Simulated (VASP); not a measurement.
Here is a VASP 6.6.1 calculation.

INCAR

```
SYSTEM = Ge
ALGO = Normal ; EDIFF = 1E-8
ENCUT = 520 ; GGA = PE
ISIF = 2 ; ISMEAR = -1
LASPH = .True. ; LCHARG = .False.
LEFG = .True. ; LREAL = .False.
LWAVE = .False. ; NBANDS = 21
NELM = 60 ; PREC = Accurate
SIGMA = 0.001
```

The input KPOINTS:

```
k-points
0
Gamma
  15 15 15
  0 0 0
```

File POSCAR:

```
Ge
1.0
   -2.4958980000      2.6508630000      1.4369470000
    2.4958980000     -2.6508630000      1.4369470000
    2.4958980000      2.6508630000     -1.4369470000
Ge
2
Direct
    0.6859430000      0.9359430000      0.7500000000
    0.3140570000      0.0640570000      0.2500000000
```

Potentials or basis: VASP PAW PBE potentials, release 64 (Ge_d).

Launch:

```bash
$ cat potpaw_PBE.64/Ge_d/POTCAR > POTCAR
$ mpirun -np 1 vasp_std > vasp.out
```

**Question.** Predict the band gap on the k mesh.

**Answer.** Zero (band 14 reaches 8.92 eV, above the bottom of band 15 at 3.09 eV).

**Question.** Estimate the pressure.

**Answer.** 1.1 GPa.

**Question.** Estimate the largest force.

**Answer.** 0.036 eV/Å.

Stress tensor (GPa, compression positive):
```
1.36 0.00 0.00
0.00 0.48 0.00
0.00 0.00 1.40
```

Caveat: without QUAD_EFG the Cq values of the log hold for a quadrupole moment of 1 mb, not for the nuclei.
